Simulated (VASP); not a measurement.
Here is a VASP 6.6.1 calculation.

INCAR

```
PREC = Accurate
ENCUT = 520
EDIFF = 1E-6
ISMEAR = 0
SIGMA = 0.05
LREAL = F
LASPH = T
NELM = 100
ALGO = Normal
ISIF = 2
LWAVE = F
LCHARG = F
GGA = PE
NBANDS = 16
```

Contents of KPOINTS:

```
Automatic mesh
0
Gamma
  9 9 6
```

Contents of POSCAR:

```
MgO
1.0
    3.3924438902      0.0000000000      0.0000000000
   -1.6962219451      2.9379425898      0.0000000000
    0.0000000000      0.0000000000      4.8912256008
Mg O
2 2
Direct
    0.3333333333      0.6666666667     -0.0132065475
    0.6666666667      0.3333333333      0.4867934525
    0.3333333333      0.6666666667      0.3982811987
    0.6666666667      0.3333333333      0.8982811987
```

Potentials or basis: VASP PAW PBE potentials, release 64 (Mg, O).

The run is started by

```console
$ cat potpaw_PBE.64/Mg/POTCAR potpaw_PBE.64/O/POTCAR > POTCAR
$ mpirun -np 1 vasp_std > vasp.out
```

Problem. Predict the largest force.

Solution. 0.056 eV/Å.

Problem. Predict the pressure.

Solution. -1.9 GPa.

Stress tensor (GPa, compression positive):
```
-2.91  0.00  0.00
 0.00 -2.91  0.00
 0.00  0.00  0.10
```
